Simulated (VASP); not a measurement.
Write the native input for VASP 6.6.1 that does the following.

```yaml
Task: single point
Functional: LDA
Potentials_or_basis: VASP PAW LDA potentials, release 64 (V_sv)
Cutoff: 520 eV
k_mesh: 12 × 12 × 12
Occupations: fermi-dirac, width 0.05 eV
Spin: collinear spin, ferromagnetic start
Starting_moments: "[2.0] μB"
Dipole_correction: no
Further_INCAR_settings: ALGO = Normal; EDIFF = 1e-06; NBANDS = 16
```

The structure of V lies in POSCAR:

```
V
1.0
   -1.5440506776      1.5440506776      1.5440506776
    1.5440506776     -1.5440506776      1.5440506776
    1.5440506776      1.5440506776     -1.5440506776
V
1
Direct
    0.0000000000      0.0000000000      0.0000000000
```

This cell differs from its parent crystal: volume scaled by 1.06.

The input as run:

INCAR

```
SYSTEM = V
  PREC = Accurate
  ENCUT = 520
  EDIFF = 1E-6
  ISMEAR = -1
  SIGMA = 0.05
  LREAL = .False.
  LASPH = .True.
  NELM = 150
  ALGO = Normal
  ISIF = 2
  LWAVE = .False.
  LCHARG = .False.
  ISPIN = 2
  MAGMOM = 2
  LORBIT = 11
  LMAXMIX = 4
  NBANDS = 16
```

KPOINTS

```
regular mesh
0
Gamma
  12 12 12
  0 0 0
```

Potentials or basis: VASP PAW LDA potentials, release 64 (V_sv).

Run with:

```sh
$ cat potpaw_LDA.64/V_sv/POTCAR > POTCAR
$ mpirun -np 1 vasp_std > vasp.out
```

It gave:

```json
{
 "Pressure": "-24.5 GPa",
 "Net moment": "0.00 μB per cell",
 "Valence electrons inside the program's atomic spheres": "V 11.54"
}
```

It took 62 s on 1 thread of AMD EPYC 7R13, on a shared host, peak memory 0.11 GiB.
